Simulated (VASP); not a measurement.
The system is SnO2.

```
Sn O
1.0
     0.00000    2.52160    2.52160
     2.52160    0.00000    2.52160
     2.52160    2.52160    0.00000
Sn O
1 2
Direct
  0.00000 0.00000 0.00000
  0.75000 0.75000 0.75000
  0.25000 0.25000 0.25000
```

Base run:

- Program: VASP 6.6.1
- Functional: PBEsol
- Potentials or basis: VASP PAW PBE potentials, release 64 (Sn_d, O)
- Cutoff: 520 eV
- k mesh: 9 × 9 × 9
- Occupations: fermi-dirac, width 0.05 eV
- Spin: no spin polarisation

Its results: band gap on the k mesh 0.43 eV, indirect (least direct gap 1.79 eV); pressure 6.0 GPa.

Question: After a change of settings the same cell gave: band gap on the k mesh 0.45 eV, indirect (least direct gap 1.81 eV); pressure 0.5 GPa. Which change was it?
A. functional from PBEsol to LDA; potentials or basis from VASP PAW PBE potentials, release 64 (Sn_d, O) to VASP PAW LDA potentials, release 64 (Sn_d, O)
B. functional from PBEsol to r2SCAN
C. functional from PBEsol to PBE
D. functional from PBEsol to PBE; further incar settings from ALGO = Normal; EDIFF = 1e-06; NBANDS = 20 to ALGO = Normal; EDIFF = 1e-07; NBANDS = 20

Answer: A.

Caveats: spin-orbit coupling is left out, which moves the levels of the heavy elements; the PAW data sets were made with another functional, which shifts forces and pressure a little (some runs).
